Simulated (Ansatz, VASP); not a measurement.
**Al2Cu in VASP and in Ansatz**

The input INCAR:

```
PREC = Accurate
ENCUT = 520
EDIFF = 1E-6
ISMEAR = 0
SIGMA = 0.1
LREAL = F
LASPH = T
NELM = 100
ALGO = Fast
ISIF = 2
LWAVE = F
LCHARG = F
GGA = PS
NBANDS = 16
```

Contents of KPOINTS:

```
regular mesh
0
Gamma
  16 16 22
```

Contents of POSCAR:

```
Al2Cu
1.0
    4.0848572809      0.0000000000      0.0000000000
    0.0000000000      4.0848572809      0.0000000000
    0.0000000000      0.0000000000      2.8464075211
Al Cu
2 1
Direct
    0.5000000000      0.0000000000      0.5000000000
    0.0000000000      0.5000000000      0.5000000000
    0.0000000000      0.0000000000      0.0000000000
```

Input for Ansatz:

```yaml
crystal:
  lattice:
    - [4.0848572809, 0.0, 0.0]
    - [0.0, 4.0848572809, 0.0]
    - [0.0, 0.0, 2.8464075211]
  atoms:
    - { symbol: Al, position: [0.5, 0.0, 0.5] }
    - { symbol: Al, position: [0.0, 0.5, 0.5] }
    - { symbol: Cu, position: [0.0, 0.0, 0.0] }
basis:
  ecutwfc: 420
kpoints:
  mp_grid: { grid: [16, 16, 22] }
hamiltonian:
  xc: pbesol
  pseudopotentials: { kind: paw, azcp: { folder: soft_1 } }
scf:
  occupations: { method: gaussian, width: 0.1 }
output:
  forces: true
  stress: true
  eigenvalues: true
```

Alike in both runs: task single point; functional PBEsol; k mesh 16 × 16 × 22; occupations gaussian, width 0.1 eV; no spin polarisation.

|  | VASP | Ansatz |
| --- | --- | --- |
| version | VASP 6.6.1 | Ansatz 0.2.0 |
| potentials or method | VASP PAW PBE potentials, release 64 (Al, Cu), cutoff 520 eV | scalar-relativistic, plane waves, PAW |
| valence electrons in the cell | 17 | 25 |

VASP gave:

```
gap on the k mesh at the Fermi level (eV) : none
pressure (GPa)                            : 0.2
```

Task: Estimate Ansatz's values.

Result: gap on the k mesh at the Fermi level (eV): none; pressure (GPa): 0.0.

VASP's potentials were made for PBE, not for PBEsol, and Ansatz warns of the same on its side. A gap of «none» marks a metal or a gap that the smearing closes. VASP's potentials hold 17 valence electrons a cell and Ansatz's 25, so a difference there can come from the potentials and not from the codes.
